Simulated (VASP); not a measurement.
# Ni (Fm-3m) in VASP: single point with PBE

Aim: the single point of Ni with PBE.

Everything below comes from runs of VASP 6.6.1. Logs are shortened: lines on timing, memory, paths and dates and some standing lists are left out, and cuts for length are marked.

## Step 1: The cell of the first run

Symmetry: Fm-3m, No. 225, cubic system. The conventional cell has a = 3.519 Å, b = 3.519 Å, c = 3.519 Å, α = 90.00°, β = 90.00°, γ = 90.00°. Within 3.3 Å of Ni (site symmetry m-3m) lie 12 Ni at 2.49 Å.

## Step 2: Single point, PBE, collinear spin, ferromagnetic start

INCAR reads:

```
PREC = Accurate
ENCUT = 520
EDIFF = 1E-7
ISMEAR = -1
SIGMA = 0.05
LREAL = False
LASPH = True
NELM = 150
ALGO = Normal
ISIF = 2
LWAVE = False
LCHARG = False
ISPIN = 2
MAGMOM = 1 1
LORBIT = 11
LMAXMIX = 4
GGA = PE
NBANDS = 21
```

KPOINTS reads:

```
regular mesh
0
Gamma
  15 10 15
```

POSCAR reads:

```
Ni
1.0
   -1.7593078052      1.7593078052      0.0000000000
    0.0000000000      0.0000000000      3.5186156104
    1.7593078052      1.7593078052      0.0000000000
Ni
2
Direct
    0.0000000000      0.0000000000      0.0000000000
    0.5000000000      0.5000000000      0.5000000000
```

Potentials or basis: VASP PAW PBE potentials, release 64 (Ni).

Started as:

```console
> cat potpaw_PBE.64/Ni/POTCAR > POTCAR
> mpirun -np 1 vasp_std > vasp.out
```

OUTCAR:

```text
PREC = Accurate
   ENCUT = 520
   EDIFF = 1E-7
   ISMEAR = -1
   LREAL = False
   LASPH = True
   NELM = 150
   ISIF = 2
   ISPIN = 2
   LORBIT = 11
   GGA = PE

 ion  position               nearest neighbor table
   1  0.000  0.000  0.000-   2 2.49   2 2.49   2 2.49   2 2.49   2 2.49   2 2.49   2 2.49   2 2.49

   2  0.500  0.500  0.500-   1 2.49   1 2.49   1 2.49   1 2.49   1 2.49   1 2.49   1 2.49   1 2.49

  LATTYP: Found a simple tetragonal cell.
 ALAT       =     2.4880369585
 C/A-ratio  =     1.4142135624

  Lattice vectors:

 A1 = (   1.7593078052,  -1.7593078052,   0.0000000000)
 A2 = (   1.7593078052,   1.7593078052,   0.0000000000)
 A3 = (   0.0000000000,   0.0000000000,   3.5186156104)

Analysis of symmetry for initial positions (statically):
=====================================================================
 Subroutine PRICEL returns following result:

  LATTYP: Found a face centered cubic cell.
 ALAT       =     3.5186156104

  Lattice vectors:

 A1 = (   1.7593078052,   0.0000000000,   1.7593078052)
 A2 = (   1.7593078052,   1.7593078052,   0.0000000000)
 A3 = (   0.0000000000,   1.7593078052,   1.7593078052)

   2 primitive cells build up your supercell.

 Routine SETGRP: Setting up the symmetry group for a
 simple tetragonal supercell.

 Subroutine GETGRP returns: Found 16 space group operations
 (whereof 16 operations were pure point group operations)
 out of a pool of 16 trial point group operations.

The static configuration has the point symmetry D_4h.

Analysis of symmetry for dynamics (positions and initial velocities):
=====================================================================
 Subroutine PRICEL returns following result:

  LATTYP: Found a face centered cubic cell.
 ALAT       =     3.5186156104

  Lattice vectors:

 A1 = (   1.7593078052,   0.0000000000,   1.7593078052)
 A2 = (   1.7593078052,   1.7593078052,   0.0000000000)
 A3 = (   0.0000000000,   1.7593078052,   1.7593078052)

   2 primitive cells build up your supercell.

 Routine SETGRP: Setting up the symmetry group for a
 simple tetragonal supercell.

 Subroutine GETGRP returns: Found 16 space group operations
 (whereof 16 operations were pure point group operations)
 out of a pool of 16 trial point group operations.

The dynamic configuration has the point symmetry D_4h.

Analysis of structural, dynamic, and magnetic symmetry:
=====================================================================
 Subroutine PRICEL returns following result:

  LATTYP: Found a face centered cubic cell.
 ALAT       =     3.5186156104

  Lattice vectors:

 A1 = (   1.7593078052,   0.0000000000,   1.7593078052)
 A2 = (   1.7593078052,   1.7593078052,   0.0000000000)
 A3 = (   0.0000000000,   1.7593078052,   1.7593078052)

   2 primitive cells build up your supercell.

 Routine SETGRP: Setting up the symmetry group for a
 simple tetragonal supercell.

 Subroutine GETGRP returns: Found 16 space group operations
 (whereof 16 operations were pure point group operations)
 out of a pool of 16 trial point group operations.

The overall configuration has the point symmetry D_4h.

 Subroutine INISYM returns: Found 16 space group operations
 (whereof 16 operations are pure point group operations),
 and found     2 'primitive' translations

----------------------------------------------------------------------------------------

                                     Primitive cell

  volume of cell :      10.8907

  direct lattice vectors                    reciprocal lattice vectors
     1.759307805  0.000000000  1.759307805     0.284202684 -0.284202684  0.284202684
     1.759307805  1.759307805  0.000000000     0.284202684  0.284202684 -0.284202684
     0.000000000  1.759307805  1.759307805    -0.284202684  0.284202684  0.284202684

  length of vectors
     2.488036959  2.488036959  2.488036959     0.492253488  0.492253488  0.492253488

  position of ions in fractional coordinates (direct lattice)
     0.000000000  0.000000000  0.000000000

  ion indices of the primitive-cell ions
   primitive index   ion index
                 1           1

----------------------------------------------------------------------------------------

 KPOINTS: regular mesh

Automatic generation of k-mesh.
 Grid dimensions read from file:
 generate k-points for:   15   10   15

 Generating k-lattice:

  Cartesian coordinates                     Fractional coordinates (reciprocal lattice)
    -0.018946846  0.018946846  0.000000000     0.066666667  0.000000000  0.000000000
     0.000000000  0.000000000  0.028420268     0.000000000  0.100000000  0.000000000
     0.018946846  0.018946846  0.000000000     0.000000000  0.000000000  0.066666667

  Length of vectors
     0.026794886  0.028420268  0.026794886

  Shift w.r.t. Gamma in fractional coordinates (k-lattice)
     0.000000000  0.000000000  0.000000000

 Subroutine IBZKPT returns following result:
 ===========================================

 Found    216 irreducible k-points:

 Following reciprocal coordinates:
            Coordinates               Weight
  0.000000  0.000000  0.000000      1.000000
  0.066667  0.000000  0.000000      4.000000
  0.133333  0.000000  0.000000      4.000000
  0.200000  0.000000  0.000000      4.000000
  0.266667  0.000000  0.000000      4.000000
  0.333333  0.000000  0.000000      4.000000
[... 16 lines left out ...]
  0.400000  0.200000  0.000000      8.000000
  0.466667  0.200000  0.000000      8.000000
 [... further k-points ...]
   k-points           NKPTS =    216   k-points in BZ     NKDIM =    216   number of bands    NBANDS=     21
   number of dos      NEDOS =    301   number of ions     NIONS =      2
   total plane-waves  NPLWV =  11200
   dimension x,y,z NGX =    20 NGY =   28 NGZ =   20
   dimension x,y,z NGXF=    40 NGYF=   56 NGZF=   40
   ions per type =               2
   NGX,Y,Z   is equivalent  to a cutoff of  13.36, 13.23, 13.36 a.u.
   NGXF,Y,Z  is equivalent  to a cutoff of  26.73, 26.46, 26.73 a.u.
 SYSTEM =  unknown system
   PREC   = accura    normal or accurate (medium, high low for compatibility)
   ISTART =      0    job   : 0-new  1-cont  2-samecut
   ICHARG =      2    charge: 1-file 2-atom 10-const
   ISPIN  =      2    spin polarized calculation?
   LNONCOLLINEAR =      F non collinear calculations
   LSORBIT =      F    spin-orbit coupling
   LASPH  =      T    aspherical Exc in radial PAW
   ENCUT  =  520.0 eV  38.22 Ry    6.18 a.u.   4.63  6.54  4.63*2*pi/ulx,y,z
   NELM   =    150;   NELMIN=  2; NELMDL= -5     # of ELM steps
   EDIFF  = 0.1E-06   stopping-criterion for ELM
   LREAL  =      F    real-space projection
   EDIFFG = 0.1E-05   stopping-criterion for IOM
   NSW    =      0    number of steps for IOM
   IBRION =     -1    ionic relax: 0-MD 1-quasi-New 2-CG
   NFREE  =      0    steps in history (QN), initial steepest desc. (CG)
   ISIF   =      2    stress and relaxation
   ISYM   =      2    0-nonsym 1-usesym 2-fastsym
   POTIM  = 0.5000    time-step for ionic-motion
   TEBEG  =    0.0;   TEEND  =   0.0 temperature during run
   PSTRESS=    0.0 pullay stress
   NELECT =      20.0000    total number of electrons
   NUPDOWN=      -1.0000    fix difference up-down
   EMIN   =  10.00;   EMAX   =-10.00  energy-range for DOS
   EFERMI =   0.00;   METHOD = LEGACY
   ISMEAR =    -1;   SIGMA  =   0.05  broadening in eV -4-tet -1-fermi 0-gaus
   EFERMI_NEDOS =   21; number of points for ismear=-14 and -15
   IALGO  =     38    algorithm
   IMIX   =      4    mixing-type and parameters
     AMIX     =   0.40;   BMIX     =  1.00
     AMIX_MAG =   1.60;   BMIX_MAG =  1.00
  volume/ion in A,a.u.               =      10.89        73.49
  Fermi-wavevector in a.u.,A,eV,Ry     =   1.591194  3.006920 34.448548  2.531897
  Thomas-Fermi vector in A             =   2.689772
   LORBIT       =     11    0 simple, 1 ext, 2 COOP (PROOUT), +10 PAW based schemes
   GGA     = PE    functional components
   LHFCALC =     F    Hartree Fock is set to
   AEXX    =    0.0000 exact exchange contribution
   IVDW    =     0    specifies the selected vdW correction
   LEPSILON=     F    determine dielectric tensor
   LRPA    =     F    only Hartree local field effects (RPA)
 spin polarized calculation
  energy-cutoff  :      520.00
  volume of cell :       21.78
 maximum number of plane-waves:       606
 NGX is ok and might be reduce to    20
   NGX =  9   NGY = 13   NGZ =  9

 number of electron      19.9999988 magnetization       1.2740121

 Free energy of the ion-electron system (eV)
  ---------------------------------------------------
  ext. energy  EPLUGINS =         0.00000000
  ---------------------------------------------------
  free energy    TOTEN  =       -10.95636193 eV

  energy without entropy =      -10.92875677  energy(sigma->0) =      -10.94255935

 E-fermi :   9.3609     XC(G=0): -13.2500

 val. band max:        9.3608731075   @ k =   0.4000   0.1000   0.1333
 cond. band min:       9.3640678169   @ k =   0.1333   0.4000   0.0000
 fundamental gap:      0.0031947094
 Fermi energy:         9.3609261496

 spin component 1

 k-point     1 :       0.0000    0.0000    0.0000
  band No.  band energies     occupation
      1       0.3579      1.00000
      2       4.7166      1.00000
      3       5.1640      1.00000
      4       6.9211      1.00000
      5       6.9229      1.00000
      6       6.9229      1.00000
[... 550 lines left out ...]
      5       6.8389      1.00000
      6       6.9418      1.00000
[... 13 lines left out ...]
     20      33.6081      0.00000
     21      39.5272      0.00000

 [... further k-points ...]

 spin component 2

 k-point     1 :       0.0000    0.0000    0.0000
  band No.  band energies     occupation
      1       0.3252      1.00000
      2       5.0674      1.00000
      3       5.7916      1.00000
      4       7.6861      1.00000
      5       7.6861      1.00000
      6       7.6877      1.00000
[... 550 lines left out ...]
      5       7.4701      1.00000
      6       7.4931      1.00000
[... 13 lines left out ...]
     20      33.6918      0.00000
     21      39.5835      0.00000

 [... further k-points ...]

------------------------ aborting loop because EDIFF is reached ----------------------------------------

  FORCE on cell =-STRESS in cart. coord.  units (eV):
  Direction    XX          YY          ZZ          XY          YZ          ZX
  --------------------------------------------------------------------------------------
  -------------------------------------------------------------------------------------
  Total        0.0067736      0.0067736     -0.0052770      0.0000000      0.0000000     -0.0000000
  in kB        0.4982472      0.4982472     -0.3881629      0.0000000      0.0000000     -0.0000000
  external PRESSURE =       0.2027772 kB  Pullay stress =       0.0000000 kB

 VOLUME and BASIS-vectors are now :
 -----------------------------------------------------------------------------
  energy-cutoff  :      520.00
  volume of cell :       21.78
      direct lattice vectors                 reciprocal lattice vectors
    -1.759307805  1.759307805  0.000000000    -0.284202684  0.284202684  0.000000000
     0.000000000  0.000000000  3.518615610     0.000000000  0.000000000  0.284202684
     1.759307805  1.759307805  0.000000000     0.284202684  0.284202684  0.000000000

 POSITION                                       TOTAL-FORCE (eV/Angst)
 -----------------------------------------------------------------------------------
      0.00000      0.00000      0.00000        -0.000000      0.000000      0.000000
      0.00000      1.75931      1.75931         0.000000     -0.000000     -0.000000
 -----------------------------------------------------------------------------------
    total drift:                                0.000000     -0.000000      0.000000

  FREE ENERGIE OF THE ION-ELECTRON SYSTEM (eV)
  ---------------------------------------------------
  free  energy   TOTEN  =       -10.9563619334 eV

  energy  without entropy=      -10.9287567717  energy(sigma->0) =      -10.94255935

 total charge

# of ion       s       p       d       tot
------------------------------------------
    1        0.497   0.497   8.313   9.308
    2        0.497   0.497   8.313   9.308
--------------------------------------------------
tot          0.995   0.995  16.626  18.616

 magnetization (x)

# of ion       s       p       d       tot
------------------------------------------
    1       -0.006  -0.024   0.679   0.649
    2       -0.006  -0.024   0.679   0.649
--------------------------------------------------
tot         -0.012  -0.049   1.359   1.297
```

Run time: 3.2 min. Hardware: 1 thread of Intel Xeon Platinum 8259CL at 2.50GHz (Skylake/Cascade Lake), shared host; peak memory 0.24 GiB.

What came out:

* Free energy: -10.9564 eV
* Pressure: 0.0 GPa
* Net moment: 1.27 μB per cell
* Site moments: Ni +0.65 μB
* Valence electrons inside the program's atomic spheres: Ni 9.31

Stress tensor (GPa, compression positive):
```
 0.05  0.00  0.00
 0.00  0.05  0.00
 0.00  0.00 -0.04
```
